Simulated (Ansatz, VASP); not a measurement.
# Zn in VASP and in Ansatz

File INCAR:

```
ALGO = Normal
EDIFF = 1E-6
ENCUT = 520
GGA = PE
ISIF = 2
ISMEAR = -1
LASPH = True
LCHARG = False
LREAL = False
LWAVE = False
NBANDS = 19
NELM = 80
PREC = Accurate
SIGMA = 0.03
```

KPOINTS

```
k-points
0
Gamma
  18 18 8
```

File POSCAR:

```
Zn
1.0
    2.6381500727      0.0000000000      0.0000000000
   -1.3190750363      2.2847049819      0.0000000000
    0.0000000000      0.0000000000      4.9467000000
Zn
2
Direct
    0.3333333333      0.6666666667      0.2500000000
    0.6666666667      0.3333333333      0.7500000000
```

Input for Ansatz:

```yaml
crystal:
  lattice:
    - [2.6381500727, 0.0, 0.0]
    - [-1.3190750363, 2.2847049819, 0.0]
    - [0.0, 0.0, 4.9467]
  atoms:
    - { symbol: Zn, position: [0.3333333333, 0.6666666667, 0.25] }
    - { symbol: Zn, position: [0.6666666667, 0.3333333333, 0.75] }
kpoints:
  mp_grid: { grid: [18, 18, 8] }
  band_path:
    path:
      - [0.0, 0.0, 0.0]
      - [0.5, 0.0, 0.0]
      - [0.3333333333, 0.3333333333, 0.0]
      - [0.0, 0.0, 0.0]
      - [0.0, 0.0, 0.5]
      - [0.5, 0.0, 0.5]
      - [0.3333333333, 0.3333333333, 0.5]
      - [0.0, 0.0, 0.5]
      - [0.5, 0.0, 0.5]
    npoints: 5
scf:
  occupations: { method: fermi_dirac, width: 0.03 }
hamiltonian:
  xc: pbe
  pseudopotentials: { kind: all_electron, lapw: { basis_error: 0.00025 } }
output:
  forces: true
  stress: true
  eigenvalues: true
```

Change from the starting cell: equal xx and yy strain of -1 %.

Alike in both runs: task single point; functional PBE; k mesh 18 × 18 × 8; occupations fermi-dirac, width 0.03 eV; no spin polarisation.

|  | VASP | Ansatz |
| --- | --- | --- |
| version | VASP 6.6.1 | Ansatz 0.2.0 |
| potentials or method | VASP PAW PBE potentials, release 64 (Zn), cutoff 520 eV | all-electron LAPW, scalar-relativistic |

|  | VASP | Ansatz | Ansatz less VASP |
| --- | --- | --- | --- |
| pressure (GPa) | 1.7 | 1.4 | -0.37 |
| traceless stress, the component that is largest in VASP (GPa) | 0.31 | 0.45 | +0.140 |

Ansatz ran all-electron here, and VASP with PAW potentials.
